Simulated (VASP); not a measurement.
# Ni (P6_3/mmc) in VASP: further runs, part 2 of 2

VASP 6.6.1. The steps go on from the part before.

**3. Electric field gradients, PBE, collinear spin, ferromagnetic start (10.38 Å³/atom)**

This run uses another cell than the first one, of 10.38 Å³/atom.

The input, INCAR:

```
PREC = Accurate
ENCUT = 520
EDIFF = 1E-8
ISMEAR = -1
SIGMA = 0.05
LREAL = F
LASPH = T
NELM = 150
ALGO = Normal
ISIF = 2
LWAVE = F
LCHARG = F
ISPIN = 2
MAGMOM = 1.5 1.5
LORBIT = 11
LMAXMIX = 4
GGA = PE
LEFG = T
NBANDS = 21
```

The input, KPOINTS:

```
Automatic mesh
0
Gamma
  15 15 8
```

The input, POSCAR:

```
Ni
1.0
    2.4431058291      0.0000000000      0.0000000000
   -1.2215529145      2.1157917121      0.0000000000
    0.0000000000      0.0000000000      4.0159058524
Ni
2
Direct
    0.3333333333      0.6666666667      0.2500000000
    0.6666666667      0.3333333333      0.7500000000
```

Potentials or basis: VASP PAW PBE potentials, release 64 (Ni).

Started as:

```sh
$ cat potpaw_PBE.64/Ni/POTCAR > POTCAR
$ mpirun -np 1 vasp_std > vasp.out
```

OUTCAR:

```text
PREC = Accurate
   ENCUT = 520
   EDIFF = 1E-8
   ISMEAR = -1
   LREAL = F
   LASPH = T
   NELM = 150
   ISIF = 2
   ISPIN = 2
   LORBIT = 11
   GGA = PE

 ion  position               nearest neighbor table
   1  0.333  0.667  0.250-   2 2.45   2 2.45   2 2.45   2 2.45   2 2.45   2 2.45
   2  0.667  0.333  0.750-   1 2.45   1 2.45   1 2.45   1 2.45   1 2.45   1 2.45

  LATTYP: Found a hexagonal cell.
 ALAT       =     2.4431058291
 C/A-ratio  =     1.6437707301

  Lattice vectors:

 A1 = (   2.4431058291,   0.0000000000,   0.0000000000)
 A2 = (  -1.2215529145,   2.1157917121,   0.0000000000)
 A3 = (   0.0000000000,   0.0000000000,   4.0159058524)

Analysis of symmetry for initial positions (statically):
=====================================================================
 Subroutine PRICEL returns:
 Original cell was already a primitive cell.

 Routine SETGRP: Setting up the symmetry group for a
 hexagonal supercell.

 Subroutine GETGRP returns: Found 24 space group operations
 (whereof 12 operations were pure point group operations)
 out of a pool of 24 trial point group operations.

The static configuration has the point symmetry D_3d.
 The point group associated with its full space group is D_6h.

Analysis of symmetry for dynamics (positions and initial velocities):
=====================================================================
 Subroutine PRICEL returns:
[... 1342 lines left out ...]
  Direction    XX          YY          ZZ          XY          YZ          ZX
  --------------------------------------------------------------------------------------
  -------------------------------------------------------------------------------------
  Total        1.4757566      1.4757566      1.4404679      0.0000000     -0.0000000     -0.0000000
  in kB      113.9007532    113.9007532    111.1771292      0.0000000     -0.0000000     -0.0000000
  external PRESSURE =     112.9928785 kB  Pullay stress =       0.0000000 kB

 VOLUME and BASIS-vectors are now :
 -----------------------------------------------------------------------------
  energy-cutoff  :      520.00
  volume of cell :       20.76
      direct lattice vectors                 reciprocal lattice vectors
     2.443105829  0.000000000  0.000000000     0.409315056  0.236318158  0.000000000
    -1.221552914  2.115791712  0.000000000     0.000000000  0.472636316  0.000000000
     0.000000000  0.000000000  4.015905852     0.000000000  0.000000000  0.249009822

 POSITION                                       TOTAL-FORCE (eV/Angst)
 -----------------------------------------------------------------------------------
     -0.00000      1.41053      1.00398         0.000000      0.000000      0.000000
      1.22155      0.70526      3.01193        -0.000000     -0.000000      0.000000
 -----------------------------------------------------------------------------------
    total drift:                                0.000000     -0.000000     -0.000000

  FREE ENERGIE OF THE ION-ELECTRON SYSTEM (eV)
  ---------------------------------------------------
  free  energy   TOTEN  =       -10.8730672439 eV

  energy  without entropy=      -10.8404991534  energy(sigma->0) =      -10.85678320

 Electric field gradients (V/A^2)
---------------------------------------------------------------------
 ion       V_xx      V_yy      V_zz      V_xy      V_xz      V_yz
---------------------------------------------------------------------
   1       1.424     1.421    -2.846    -0.002     0.000    -0.000
   2       1.424     1.421    -2.846    -0.002    -0.000     0.000
---------------------------------------------------------------------

 Electric field gradients after diagonalization (V/A^2)
 (convention: |V_zz| > |V_xx| > |V_yy|)
----------------------------------------------------------------------
 ion       V_xx      V_yy      V_zz     asymmetry (V_yy - V_xx)/ V_zz
----------------------------------------------------------------------
   1       1.426     1.420    -2.846       0.002
   2       1.426     1.420    -2.846       0.002
----------------------------------------------------------------------

           NMR quadrupolar parameters

 Cq : quadrupolar parameter    Cq=e*Q*V_zz/h
 eta: asymmetry parameters     (V_yy - V_xx)/ V_zz
 Q  : nuclear electric quadrupole moment in mb (millibarn)
----------------------------------------------------------------------
 ion       Cq(MHz)       eta       Q (mb)
----------------------------------------------------------------------
   1      -0.007       0.002       1.000
   2      -0.007       0.002       1.000
----------------------------------------------------------------------

 total charge

# of ion       s       p       d       tot
------------------------------------------
    1        0.518   0.541   8.340   9.398
    2        0.518   0.541   8.340   9.398
--------------------------------------------------
tot          1.036   1.082  16.679  18.797

 magnetization (x)

# of ion       s       p       d       tot
------------------------------------------
    1       -0.004  -0.024   0.674   0.646
    2       -0.004  -0.024   0.674   0.646
--------------------------------------------------
tot         -0.009  -0.049   1.349   1.291
```

OSZICAR:

```text
N       E                     dE             d eps       ncg     rms          rms(c)
DAV:   1     0.952541477402E+02    0.95254E+02   -0.87949E+03 12348   0.136E+03
DAV:   2    -0.712474091603E+01   -0.10238E+03   -0.94152E+02 11530   0.234E+02
DAV:   3    -0.127367005852E+02   -0.56120E+01   -0.54352E+01 13001   0.628E+01
DAV:   4    -0.128038605451E+02   -0.67160E-01   -0.67110E-01 12967   0.646E+00
DAV:   5    -0.128056950950E+02   -0.18345E-02   -0.18345E-02 12987   0.107E+00    0.153E+01
DAV:   6    -0.114623040713E+02    0.13434E+01   -0.67025E+00 13533   0.570E+01    0.838E+00
DAV:   7    -0.109084291271E+02    0.55387E+00   -0.14102E+00 13257   0.228E+01    0.282E+00
DAV:   8    -0.108793260651E+02    0.29103E-01   -0.10937E-02 16007   0.128E+00    0.143E+00
DAV:   9    -0.108747322205E+02    0.45938E-02   -0.59464E-04 16727   0.259E-01    0.518E-01
DAV:  10    -0.108730426864E+02    0.16895E-02   -0.22617E-04 18896   0.354E-01    0.937E-02
DAV:  11    -0.108730799278E+02   -0.37241E-04   -0.42530E-05 14014   0.838E-02    0.368E-02
DAV:  12    -0.108730675402E+02    0.12388E-04   -0.33945E-06 18481   0.299E-02    0.192E-02
DAV:  13    -0.108730683315E+02   -0.79128E-06   -0.13100E-06 13241   0.119E-02    0.732E-03
DAV:  14    -0.108730674124E+02    0.91904E-06   -0.90279E-08 15068   0.386E-03    0.173E-03
DAV:  15    -0.108730672045E+02    0.20796E-06   -0.63466E-09  7761   0.137E-03    0.677E-04
DAV:  16    -0.108730672506E+02   -0.46176E-07   -0.19313E-09  6450   0.536E-04    0.240E-04
DAV:  17    -0.108730672439E+02    0.67344E-08   -0.59046E-10  6295   0.272E-04
   1 F= -.10873067E+02 E0= -.10856783E+02  d E =-.325681E-01  mag=     1.2770
```

Run time: 54 s. Hardware: 1 thread of Intel Xeon 6975P-C (Granite Rapids), shared host; peak memory 0.19 GiB.

What came out:

```yaml
Free_energy: -10.8731 eV
Pressure: 11.3 GPa
Net_moment: 1.28 μB per cell
Site_moments: Ni +0.65 μB
Largest_electric_field_gradient_by_atom: Ni -2.8 V/Å²
Valence_electrons_inside_the_program's_atomic_spheres: Ni 9.40
```

Electric field gradients, principal values (V/Å²):
| atom | least | middle | greatest (by size) |
| --- | --- | --- | --- |
| 1 Ni | 1.420 | 1.426 | -2.846 |
| 2 Ni | 1.420 | 1.426 | -2.846 |

Caveat: the cell stands under pressure; without QUAD_EFG the Cq values of the log hold for a quadrupole moment of 1 mb, not for the nuclei.
